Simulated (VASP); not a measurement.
Here is a VASP 6.6.1 calculation.

File INCAR:

```
SYSTEM = InSe
PREC     = Accurate       ! precision mode
ENCUT    = 520            ! plane-wave cutoff, eV
EDIFF    = 1E-7           ! SCF threshold, eV
ISMEAR   = -1             ! smearing method
SIGMA    = 0.05           ! smearing width, eV
LREAL    = .FALSE.        ! projectors in reciprocal space
LASPH    = .TRUE.         ! aspherical terms in the spheres
NELM     = 80             ! most SCF steps
ALGO     = Normal         ! electronic algorithm
ISIF     = 2              ! what is computed and relaxed
LWAVE    = .FALSE.        ! write WAVECAR
LCHARG   = .FALSE.        ! write CHGCAR
GGA      = PE             ! functional
NBANDS   = 16             ! bands
```

Contents of KPOINTS:

```
regular mesh
0
G
  7 7 7
  0 0 0
```

File POSCAR:

```
InSe
1.0
    3.6560939460      0.0000000000      0.0000000000
    0.0000000000      3.6560939460      0.0000000000
    0.0000000000      0.0000000000      3.6560939460
In Se
1 1
Direct
    0.5000000000      0.5000000000      0.5000000000
    0.0000000000      0.0000000000      0.0000000000
```

Potentials or basis: VASP PAW PBE potentials, release 64 (In_d, Se).

The run is started by

```bash
$ cat potpaw_PBE.64/In_d/POTCAR potpaw_PBE.64/Se/POTCAR > POTCAR
$ mpirun -np 1 vasp_std > vasp.out
```

(1) What does it give for the pressure?

Answers

(1) -1.0 GPa.
